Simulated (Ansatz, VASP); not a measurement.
## Two plane-wave programs on BiTe

The input INCAR:

```
SYSTEM = BiTe
PREC = Accurate
ENCUT = 520
EDIFF = 1E-6
ISMEAR = 0
SIGMA = 0.15
LREAL = .False.
LASPH = .True.
NELM = 100
ALGO = Normal
ISIF = 2
LWAVE = .False.
LCHARG = .True.
GGA = PS
LELF = .True.
LVHAR = .True.
NBANDS = 18
```

Contents of KPOINTS:

```
regular mesh
0
Gamma
  14 14 14
  0 0 0
```

POSCAR

```
BiTe
1.0
    0.0000000000      3.3261743429      3.0600803955
    3.3261743429      0.0000000000      3.0600803955
    3.3261743429      3.3261743429      0.0000000000
Bi Te
1 1
Direct
    0.0000000000      0.0000000000      0.0000000000
    0.5000000000      0.5000000000      0.5000000000
```

Input for Ansatz:

```yaml
crystal:
  lattice:
    - [0.0, 3.3261743429, 3.0600803955]
    - [3.3261743429, 0.0, 3.0600803955]
    - [3.3261743429, 3.3261743429, 0.0]
  atoms:
    - { symbol: Bi, position: [0.0, 0.0, 0.0] }
    - { symbol: Te, position: [0.5, 0.5, 0.5] }
basis:
  ecutwfc: 420
kpoints:
  mp_grid: { grid: [14, 14, 14] }
hamiltonian:
  xc: pbesol
scf:
  occupations: { method: gaussian, width: 0.15 }
output:
  forces: true
  stress: true
  eigenvalues: true
```

Alike in both runs: task single point; functional PBEsol; k mesh 14 × 14 × 14; occupations gaussian, width 0.15 eV; no spin polarisation.

|  | VASP | Ansatz |
| --- | --- | --- |
| version | VASP 6.6.1 | Ansatz 0.2.0 |
| potentials or method | VASP PAW PBE potentials, release 64 (Bi_d, Te), cutoff 520 eV | scalar-relativistic, plane waves, PAW |
| valence electrons in the cell | 21 | 31 |

|  | VASP | Ansatz | Ansatz less VASP |
| --- | --- | --- | --- |
| gap on the k mesh at the Fermi level (eV) | none | none | - |
| pressure (GPa) | -1.0 | -1.0 | +0.02 |
| traceless stress, the component that is largest in VASP (GPa) | 5.06 | 5.06 | -0.005 |

VASP's potentials were made for PBE, not for PBEsol. A gap of «none» marks a metal or a gap that the smearing closes. The functional is the same, so the differences come from potentials, cutoffs and numerics. VASP's potentials hold 21 valence electrons a cell and Ansatz's 31, so a difference there can come from the potentials and not from the codes.

Spin-orbit coupling is off throughout.
